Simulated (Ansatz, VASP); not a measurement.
**Be24NO: VASP beside Ansatz**

```xyz
26
Lattice="4.5254 0.0000 0.0000 0.0000 7.1336 0.0000 0.0000 0.0000 22.3686" Properties=species:S:1:pos:R:3 pbc="T T T"
Be    0.0000    2.6751    4.0000
Be    0.0000    6.2419    4.0000
Be    2.2627    2.6751    4.0000
Be    2.2627    6.2419    4.0000
Be    1.1314    0.8917    4.6532
Be    1.1314    4.4585    4.6532
Be    3.3941    0.8917    4.6532
Be    3.3941    4.4585    4.6532
Be    1.1314    2.6751    5.9596
Be    1.1314    6.2419    5.9596
Be    3.3941    2.6751    5.9596
Be    3.3941    6.2419    5.9596
Be    0.0000    0.8917    6.4937
Be    0.0000    4.4585    6.4937
Be    2.2627    0.8917    6.4937
Be    2.2627    4.4585    6.4937
Be    0.0000    2.6751    7.9337
Be    0.0000    6.2419    7.9337
Be    2.2627    2.6751    7.9337
Be    2.2627    6.2419    7.9337
Be    1.1314    0.8917    8.3686
Be    1.1314    4.4585    8.3686
Be    3.3941    0.8917    8.3686
Be    3.3941    4.4585    8.3686
N     3.3941    3.2696    9.4686
O     3.5577    3.5275   10.6083
```

Alike in both runs: task single point; functional PBE; k mesh 6 × 4 × 1; occupations gaussian, width 0.1 eV; collinear spin.

|  | VASP | Ansatz |
| --- | --- | --- |
| version | VASP 6.6.1 | Ansatz 0.2.0 |
| potentials or method | VASP PAW PBE potentials, release 64 (Be, N, O), cutoff 520 eV | scalar-relativistic, plane waves, PAW |
| valence electrons in the cell | 59 | 59 |

Ansatz gave:

```
gap on the k mesh at the Fermi level (eV) : none
rms of the force components (eV/Å)        : 0.667
net moment per atom (μB)                  : 0.00
```

Problem. Estimate VASP's values.

Solution. gap on the k mesh at the Fermi level (eV): none; rms of the force components (eV/Å): 0.822; net moment per atom (μB): 0.00.

Atom by atom the forces differ by 0.171 eV/Å (rms over components). A gap of «none» marks a metal or a gap that the smearing closes. Ansatz's warnings: seeded moment not kept.

Noted on VASP's run: the standard files for N, O and F lose accuracy on very short bonds.
